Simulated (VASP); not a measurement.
Here is a VASP 6.6.1 calculation.

Contents of INCAR:

```
SYSTEM = SiGe3
PREC = Accurate
ENCUT = 520
EDIFF = 1E-6
ISMEAR = 0
SIGMA = 0.01
LREAL = .False.
LASPH = .True.
NELM = 60
ALGO = Normal
ISIF = 2
LWAVE = .False.
LCHARG = .False.
GGA = PE
NBANDS = 31
```

KPOINTS

```
Automatic mesh
0
Gamma
  8 8 8
  0 0 0
```

POSCAR

```
SiGe3
1.0
    1.9838896618      1.1453992303      6.4671925845
   -1.9838896618      1.1453992303      6.4671925845
    0.0000000000     -2.2907984605      6.4671925845
Si Ge
1 3
Direct
    1.0000856422      0.0000856422      0.0000856422
    0.5000462098      0.5000462098      0.5000462098
    0.3734068851      0.3734068851      0.3734068851
    0.8764612630      0.8764612630      0.8764612630
```

Potentials or basis: VASP PAW PBE potentials, release 64 (Si, Ge_d).

Run with:

```bash
$ cat potpaw_PBE.64/Si/POTCAR potpaw_PBE.64/Ge_d/POTCAR > POTCAR
$ mpirun -np 1 vasp_std > vasp.out
```

What does it give for the pressure?

2.6 GPa.

Estimate the largest force.

0.065 eV/Å.

Forces in eV/Å, atoms in the order of the input:
```
Si   0.000  0.000 -0.002
Ge   0.000  0.000 -0.011
Ge   0.000  0.000 -0.052
Ge   0.000  0.000  0.065
```
